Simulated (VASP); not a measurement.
# PbO (P4/nmm) in VASP: further runs

Runs on PbO. Level: PBE. Tasks: single point.

Program: VASP 6.6.1. These are calculated values, not measurements. Logs are shortened: lines on timing, memory, paths and dates and some standing lists are left out, and cuts for length are marked.

## Step 1: The cell of the first run

Symmetry: P4/nmm, No. 129, tetragonal system. Conventional cell: a = 3.855 Å, b = 3.855 Å, c = 4.871 Å, α = 90.00°, β = 90.00°, γ = 90.00°. Within 3.0 Å of Pb (site symmetry 4mm) lie 4 O at 2.24 Å. O (site symmetry -4m2) has 4 Pb at 2.24 Å and 4 O at 2.73 Å within 3.0 Å.

## Step 2: Single point, PBE (strain -0.030 along x and y, -0.030 along z)

The input, INCAR:

```
PREC = Accurate
ENCUT = 520
EDIFF = 1E-6
ISMEAR = 0
SIGMA = 0.05
LREAL = False
LASPH = True
NELM = 80
ALGO = Normal
ISIF = 2
LWAVE = False
LCHARG = True
GGA = PE
LELF = True
LVHAR = True
NBANDS = 28
```

The input, KPOINTS:

```
regular mesh
0
Gamma
  8 8 6
```

The input, POSCAR:

```
PbO
1.0
    3.8551680000      0.0000000000      0.0000000000
    0.0000000000      3.8551680000      0.0000000000
    0.0000000000      0.0000000000      4.8713400000
Pb O
2 2
Direct
    0.0000000000      0.5000000000      0.2351000000
    0.5000000000      0.0000000000      0.7649000000
    0.0000000000      0.0000000000      0.0000000000
    0.5000000000      0.5000000000      0.0000000000
```

Potentials or basis: VASP PAW PBE potentials, release 64 (Pb_d, O).

The run is started by

```sh
> cat potpaw_PBE.64/Pb_d/POTCAR potpaw_PBE.64/O/POTCAR > POTCAR
> mpirun -np 1 vasp_std > vasp.out
```

OUTCAR:

```text
PREC = Accurate
   ENCUT = 520
   EDIFF = 1E-6
   ISMEAR = 0
   LREAL = False
   LASPH = True
   NELM = 80
   ISIF = 2
   GGA = PE

 ion  position               nearest neighbor table
   1  0.000  0.500  0.235-   3 2.24   4 2.24   3 2.24   4 2.24   2 3.56   2 3.56   2 3.56   2 3.56
                             2 3.75   2 3.75   2 3.75   2 3.75
   2  0.500  0.000  0.765-   3 2.24   4 2.24   4 2.24   3 2.24   1 3.56   1 3.56   1 3.56   1 3.56
                             1 3.75   1 3.75   1 3.75   1 3.75
   3  0.000  0.000  0.000-   1 2.24   2 2.24   1 2.24   2 2.24
   4  0.500  0.500  0.000-   1 2.24   2 2.24   2 2.24   1 2.24

  LATTYP: Found a simple tetragonal cell.
 ALAT       =     3.8551680000
 C/A-ratio  =     1.2635869565

  Lattice vectors:

 A1 = (   3.8551680000,   0.0000000000,   0.0000000000)
 A2 = (   0.0000000000,   3.8551680000,   0.0000000000)
 A3 = (   0.0000000000,   0.0000000000,   4.8713400000)

Analysis of symmetry for initial positions (statically):
=====================================================================
 Subroutine PRICEL returns:
 Original cell was already a primitive cell.

 Routine SETGRP: Setting up the symmetry group for a
 simple tetragonal supercell.

 Subroutine GETGRP returns: Found 16 space group operations
 (whereof  8 operations were pure point group operations)
 out of a pool of 16 trial point group operations.

The static configuration has the point symmetry D_2d.
 The point group associated with its full space group is D_4h.

Analysis of symmetry for dynamics (positions and initial velocities):
=====================================================================
 Subroutine PRICEL returns:
 Original cell was already a primitive cell.

 Routine SETGRP: Setting up the symmetry group for a
 simple tetragonal supercell.

 Subroutine GETGRP returns: Found 16 space group operations
 (whereof  8 operations were pure point group operations)
 out of a pool of 16 trial point group operations.

The dynamic configuration has the point symmetry D_2d.
 The point group associated with its full space group is D_4h.

 Subroutine INISYM returns: Found 16 space group operations
 (whereof  8 operations are pure point group operations),
 and found     1 'primitive' translations

----------------------------------------------------------------------------------------

                                     Primitive cell

  volume of cell :      72.3994

  direct lattice vectors                    reciprocal lattice vectors
     3.855168000  0.000000000  0.000000000     0.259392068  0.000000000  0.000000000
     0.000000000  3.855168000  0.000000000     0.000000000  0.259392068  0.000000000
     0.000000000  0.000000000  4.871340000     0.000000000  0.000000000  0.205282325

  length of vectors
     3.855168000  3.855168000  4.871340000     0.259392068  0.259392068  0.205282325

  position of ions in fractional coordinates (direct lattice)
     0.000000000  0.500000000  0.235100000
     0.500000000  0.000000000  0.764900000
     0.000000000  0.000000000  0.000000000
     0.500000000  0.500000000  0.000000000

  ion indices of the primitive-cell ions
   primitive index   ion index
                 1           1
                 2           2
                 3           3
                 4           4

----------------------------------------------------------------------------------------

 KPOINTS: regular mesh

Automatic generation of k-mesh.
 Grid dimensions read from file:
 generate k-points for:    8    8    6

 Generating k-lattice:

  Cartesian coordinates                     Fractional coordinates (reciprocal lattice)
     0.032424008  0.000000000  0.000000000     0.125000000  0.000000000  0.000000000
     0.000000000  0.032424008  0.000000000     0.000000000  0.125000000  0.000000000
     0.000000000  0.000000000  0.034213721     0.000000000  0.000000000  0.166666667

  Length of vectors
     0.032424008  0.032424008  0.034213721

  Shift w.r.t. Gamma in fractional coordinates (k-lattice)
     0.000000000  0.000000000  0.000000000

 Subroutine IBZKPT returns following result:
 ===========================================

 Found     60 irreducible k-points:

 Following reciprocal coordinates:
            Coordinates               Weight
  0.000000  0.000000  0.000000      1.000000
  0.125000  0.000000  0.000000      4.000000
  0.250000  0.000000  0.000000      4.000000
  0.375000  0.000000  0.000000      4.000000
  0.500000  0.000000  0.000000      2.000000
  0.125000  0.125000  0.000000      4.000000
[... 16 lines left out ...]
  0.375000  0.125000  0.166667     16.000000
  0.500000  0.125000  0.166667      8.000000
 [... further k-points ...]
   k-points           NKPTS =     60   k-points in BZ     NKDIM =     60   number of bands    NBANDS=     28
   number of dos      NEDOS =    301   number of ions     NIONS =      4
   total plane-waves  NPLWV =  32400
   dimension x,y,z NGX =    30 NGY =   30 NGZ =   36
   dimension x,y,z NGXF=    60 NGYF=   60 NGZF=   72
   ions per type =               2   2
   NGX,Y,Z   is equivalent  to a cutoff of  12.94, 12.94, 12.29 a.u.
   NGXF,Y,Z  is equivalent  to a cutoff of  25.87, 25.87, 24.57 a.u.
 SYSTEM =  unknown system
   PREC   = accura    normal or accurate (medium, high low for compatibility)
   ISTART =      0    job   : 0-new  1-cont  2-samecut
   ICHARG =      2    charge: 1-file 2-atom 10-const
   ISPIN  =      1    spin polarized calculation?
   LNONCOLLINEAR =      F non collinear calculations
   LSORBIT =      F    spin-orbit coupling
   LASPH  =      T    aspherical Exc in radial PAW
   ENCUT  =  520.0 eV  38.22 Ry    6.18 a.u.   7.17  7.17  9.06*2*pi/ulx,y,z
   NELM   =     80;   NELMIN=  2; NELMDL= -5     # of ELM steps
   EDIFF  = 0.1E-05   stopping-criterion for ELM
   LREAL  =      F    real-space projection
   EDIFFG = 0.1E-04   stopping-criterion for IOM
   NSW    =      0    number of steps for IOM
   IBRION =     -1    ionic relax: 0-MD 1-quasi-New 2-CG
   NFREE  =      0    steps in history (QN), initial steepest desc. (CG)
   ISIF   =      2    stress and relaxation
   ISYM   =      2    0-nonsym 1-usesym 2-fastsym
   POTIM  = 0.5000    time-step for ionic-motion
   TEBEG  =    0.0;   TEEND  =   0.0 temperature during run
   PSTRESS=    0.0 pullay stress
   NELECT =      40.0000    total number of electrons
   NUPDOWN=      -1.0000    fix difference up-down
   EMIN   =  10.00;   EMAX   =-10.00  energy-range for DOS
   EFERMI =   0.00;   METHOD = LEGACY
   ISMEAR =     0;   SIGMA  =   0.05  broadening in eV -4-tet -1-fermi 0-gaus
   EFERMI_NEDOS =   21; number of points for ismear=-14 and -15
   IALGO  =     38    algorithm
   IMIX   =      4    mixing-type and parameters
     AMIX     =   0.40;   BMIX     =  1.00
     AMIX_MAG =   1.60;   BMIX_MAG =  1.00
  volume/ion in A,a.u.               =      18.10       122.14
  Fermi-wavevector in a.u.,A,eV,Ry     =   1.343331  2.538528 24.552244  1.804539
  Thomas-Fermi vector in A             =   2.471414
   LORBIT       =      0    0 simple, 1 ext, 2 COOP (PROOUT), +10 PAW based schemes
   GGA     = PE    functional components
   LHFCALC =     F    Hartree Fock is set to
   AEXX    =    0.0000 exact exchange contribution
   IVDW    =     0    specifies the selected vdW correction
   LEPSILON=     F    determine dielectric tensor
   LRPA    =     F    only Hartree local field effects (RPA)
 non-spin polarized calculation
 Gauss-broadening in eV      SIGMA  =   0.05
  energy-cutoff  :      520.00
  volume of cell :       72.40
 maximum number of plane-waves:      1968
 NGX is ok and might be reduce to    30
   NGX = 15   NGY = 15   NGZ = 19

 number of electron      40.0000002 magnetization

 Free energy of the ion-electron system (eV)
  ---------------------------------------------------
  ext. energy  EPLUGINS =         0.00000000
  ---------------------------------------------------
  free energy    TOTEN  =       -20.98050161 eV

  energy without entropy =      -20.98050161  energy(sigma->0) =      -20.98050161

 E-fermi :   6.6233     XC(G=0): -10.3100

 val. band max:        6.4020215300   @ k =   0.1250   0.0000   0.0000
 cond. band min:       7.4706359719   @ k =   0.5000   0.5000   0.0000
 fundamental gap:      1.0686144419
 Fermi energy:         6.6232890059

 k-point     1 :       0.0000    0.0000    0.0000
  band No.  band energies     occupation
      1     -13.0981      2.00000
      2     -12.3048      2.00000
      3      -9.9389      2.00000
      4      -9.9389      2.00000
      5      -9.8434      2.00000
      6      -9.8367      2.00000
[... 20 lines left out ...]
     27      14.0203      0.00000
     28      14.4577      0.00000

 k-point     2 :       0.1250    0.0000    0.0000
  band No.  band energies     occupation
      1     -13.0520      2.00000
      2     -12.3215      2.00000
      3      -9.9287      2.00000
      4      -9.9258      2.00000
      5      -9.8263      2.00000
      6      -9.8243      2.00000
[... 20 lines left out ...]
     27      14.2529      0.00000
     28      15.6520      0.00000

 k-point     3 :       0.2500    0.0000    0.0000
  band No.  band energies     occupation
      1     -12.9291      2.00000
      2     -12.3757      2.00000
      3      -9.9001      2.00000
      4      -9.8897      2.00000
      5      -9.7903      2.00000
      6      -9.7769      2.00000
[... 20 lines left out ...]
     27      14.5535      0.00000
     28      17.6415      0.00000

 k-point     4 :       0.3750    0.0000    0.0000
  band No.  band energies     occupation
      1     -12.7675      2.00000
      2     -12.4718      2.00000
      3      -9.8594      2.00000
      4      -9.8424      2.00000
      5      -9.7750      2.00000
      6      -9.7721      2.00000
[... 578 lines left out ...]
     27      15.6422      0.00000
     28      16.9317      0.00000

 k-point    23 :       0.3750    0.1250    0.1667
  band No.  band energies     occupation
      1     -12.7447      2.00000
      2     -12.4736      2.00000
      3      -9.8651      2.00000
      4      -9.8242      2.00000
      5      -9.7863      2.00000
      6      -9.7523      2.00000
[... 20 lines left out ...]
     27      15.8694      0.00000
     28      16.3115      0.00000

 k-point    24 :       0.5000    0.1250    0.1667
  band No.  band energies     occupation
      1     -12.5979      2.00000
      2     -12.5979      2.00000
      3      -9.8325      2.00000
      4      -9.8325      2.00000
      5      -9.7742      2.00000
      6      -9.7742      2.00000
[... 20 lines left out ...]
     27      16.0535      0.00000
     28      16.0535      0.00000

 [... further k-points ...]

------------------------ aborting loop because EDIFF is reached ----------------------------------------

  FORCE on cell =-STRESS in cart. coord.  units (eV):
  Direction    XX          YY          ZZ          XY          YZ          ZX
  --------------------------------------------------------------------------------------
  -------------------------------------------------------------------------------------
  Total        7.4323004      7.4323004      6.0706938      0.0000000      0.0000000      0.0000000
  in kB      164.4745763    164.4745763    134.3426321      0.0000000      0.0000000      0.0000000
  external PRESSURE =     154.4305949 kB  Pullay stress =       0.0000000 kB

 VOLUME and BASIS-vectors are now :
 -----------------------------------------------------------------------------
  energy-cutoff  :      520.00
  volume of cell :       72.40
      direct lattice vectors                 reciprocal lattice vectors
     3.855168000  0.000000000  0.000000000     0.259392068  0.000000000  0.000000000
     0.000000000  3.855168000  0.000000000     0.000000000  0.259392068  0.000000000
     0.000000000  0.000000000  4.871340000     0.000000000  0.000000000  0.205282325

 POSITION                                       TOTAL-FORCE (eV/Angst)
 -----------------------------------------------------------------------------------
      0.00000      1.92758      1.14525         0.000000     -0.000000      1.966008
      1.92758      0.00000      3.72609        -0.000000     -0.000000     -1.966008
      0.00000      0.00000      0.00000         0.000000      0.000000      0.000000
      1.92758      1.92758      0.00000         0.000000     -0.000000      0.000000
 -----------------------------------------------------------------------------------
    total drift:                                0.000000      0.000000     -0.000000

  FREE ENERGIE OF THE ION-ELECTRON SYSTEM (eV)
  ---------------------------------------------------
  free  energy   TOTEN  =       -20.9805016100 eV

  energy  without entropy=      -20.9805016100  energy(sigma->0) =      -20.98050161
```

It took 2.5 min on 1 thread of Intel Xeon 8259CL, shared host; peak memory 0.24 GiB.

Results:

```yaml
Free_energy: -20.9805 eV
Pressure: 15.4 GPa
Largest_force: 1.966 eV/Å
Band_gap_on_the_k_mesh: 1.07 eV (least direct gap 2.43 eV)
```

Forces on the atoms (eV/Å):
```
Pb   0.000  0.000  1.966
Pb   0.000  0.000 -1.966
O    0.000  0.000  0.000
O    0.000  0.000  0.000
```

Levels at points of the mesh, in eV from the valence-band top:
| k point | band 17 | band 18 | band 19 | band 20 | band 21 | band 22 | band 23 | band 24 |
| --- | --- | --- | --- | --- | --- | --- | --- | --- |
| (0.00, 0.00, 0.00) | -2.25 | -2.25 | -2.21 | -0.01 | 2.53 | 5.49 | 5.86 | 5.86 |
| (0.50, 0.00, 0.00) | -3.70 | -3.70 | -2.06 | -2.06 | 3.52 | 3.52 | 6.83 | 6.83 |
| (0.50, 0.50, 0.00) | -1.84 | -1.84 | -1.56 | -1.56 | 1.07 | 1.07 | 5.34 | 5.34 |
| (0.00, 0.00, 0.50) | -2.28 | -2.28 | -2.25 | -1.34 | 1.90 | 4.01 | 4.01 | 4.35 |
| (0.50, 0.00, 0.50) | -3.66 | -3.66 | -1.28 | -1.28 | 3.13 | 3.13 | 6.60 | 6.60 |
| (0.50, 0.50, 0.50) | -2.49 | -2.49 | -1.56 | -1.56 | 3.40 | 3.40 | 4.97 | 4.97 |

Caveat: the cell differs from its parent crystal (strain -0.030 along x and y, -0.030 along z); the cell stands under pressure; spin-orbit coupling is left out, which moves the levels of the heavy elements; forces of over 1 eV/Å act on the atoms, so gaps and moduli don't describe the material at rest.

## Step 3: Single point, PBE (strain -0.030 along x and y, -0.015 along z)

The input, INCAR:

```
  PREC = Accurate
  ENCUT = 520
  EDIFF = 1E-6
  ISMEAR = 0
  SIGMA = 0.05
  LREAL = F
  LASPH = T
  NELM = 100
  ALGO = Normal
  ISIF = 2
  LWAVE = F
  LCHARG = F
  GGA = PE
  NBANDS = 28
```

The input, KPOINTS:

```
Automatic mesh
0
Gamma
  8 8 6
```

Edit POSCAR of step 2 so:

```diff
@@ -4,3 +4,3 @@
     0.0000000000      3.8551680000      0.0000000000
-    0.0000000000      0.0000000000      4.8713400000
+    0.0000000000      0.0000000000      4.9466700000
 Pb O
```

Potentials or basis: VASP PAW PBE potentials, release 64 (Pb_d, O).

The run is started by

```sh
> cat potpaw_PBE.64/Pb_d/POTCAR potpaw_PBE.64/O/POTCAR > POTCAR
> mpirun -np 1 vasp_std > vasp.out
```

Wall time 2.9 min (1 thread of Intel Xeon 8259CL, shared host); peak memory 0.25 GiB.

It converged, with:

```yaml
Free_energy: -21.0688 eV
Pressure: 13.6 GPa
Largest_force: 1.650 eV/Å
Band_gap_on_the_k_mesh: 1.06 eV (least direct gap 2.45 eV)
```

Forces in eV/Å, atoms in the order of the input:
```
Pb   0.000  0.000  1.650
Pb   0.000  0.000 -1.650
O    0.000  0.000  0.000
O    0.000  0.000  0.000
```

Stress tensor (GPa, compression positive):
```
14.70  0.00  0.00
 0.00 14.70  0.00
 0.00  0.00 11.46
```

Levels at points of the mesh, in eV from the valence-band top:
```tsv
k point	band 17	band 18	band 19	band 20	band 21	band 22	band 23	band 24
(0.00, 0.00, 0.00)	-2.17	-2.14	-2.14	0.00	2.50	5.41	5.83	5.83
(0.50, 0.00, 0.00)	-3.60	-3.60	-2.06	-2.06	3.43	3.43	6.78	6.78
(0.50, 0.50, 0.00)	-1.88	-1.88	-1.47	-1.47	1.06	1.06	5.26	5.26
(0.00, 0.00, 0.50)	-2.21	-2.17	-2.17	-1.39	1.98	4.02	4.02	4.42
(0.50, 0.00, 0.50)	-3.57	-3.57	-1.30	-1.30	3.06	3.06	6.59	6.59
(0.50, 0.50, 0.50)	-2.48	-2.48	-1.48	-1.48	3.34	3.34	4.83	4.83
```

Caveat: the cell differs from its parent crystal (strain -0.030 along x and y, -0.015 along z); the cell stands under pressure; spin-orbit coupling is left out, which moves the levels of the heavy elements; forces of over 1 eV/Å act on the atoms, so gaps and moduli don't describe the material at rest. A k mesh can miss the band edges.

(Continued in part 2 of 2.)
